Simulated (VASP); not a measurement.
## HfC: single point with PBE0

The system is HfC.

```xyz
2
Lattice="0.0000 2.3706 2.3706 2.3706 0.0000 2.3706 2.3706 2.3706 0.0000" Properties=species:S:1:pos:R:3 pbc="T T T"
Hf    2.3706    2.3706    2.3706
C     0.0000    0.0000    0.0000
```

```yaml
Program: VASP 6.6.1
Task: single point
Functional: PBE0
Potentials_or_basis: VASP PAW PBE potentials, release 64 (Hf_pv, C)
Cutoff: 520 eV
k_mesh: 6 × 6 × 6
Occupations: fermi-dirac, width 0.05 eV
Spin: no spin polarisation
Dipole_correction: no
Grid_for_exact_exchange_PRECFOCK: Normal
Further_INCAR_settings: ALGO = Normal; EDIFF = 1e-07; NBANDS = 14
Share_of_exact_exchange: 0.25
```

```
Pressure               : -17.0 GPa
Band gap on the k mesh : zero (bands 7 and 8 overlap by 2.11 eV)
```

Levels at points of the mesh, in eV from the Fermi level:
| k point | band 4 | band 5 | band 6 | band 7 | band 8 | band 9 | band 10 | band 11 |
| --- | --- | --- | --- | --- | --- | --- | --- | --- |
| (0.00, 0.00, 0.00) | -13.74 | 1.58 | 1.58 | 1.58 | 2.62 | 2.62 | 2.62 | 4.43 |
| (0.50, 0.00, 0.00) | -9.98 | -6.81 | -3.34 | -3.34 | 6.69 | 6.69 | 7.19 | 7.61 |
| (0.50, 0.50, 0.00) | -11.70 | -3.34 | -1.40 | 0.24 | 0.24 | 6.39 | 8.04 | 8.04 |

Wall time 20 min on 1 thread of AMD EPYC 7R13 Processor (Zen 3), with other jobs on the host, peak memory 0.14 GiB.

Caveat: the k points lie up to 0.38 Å⁻¹ apart, too coarse for converged energies and pressures of a metal; the PAW data sets were made with another functional, which shifts forces and pressure a little; spin-orbit coupling is left out, which moves the levels of the heavy elements.
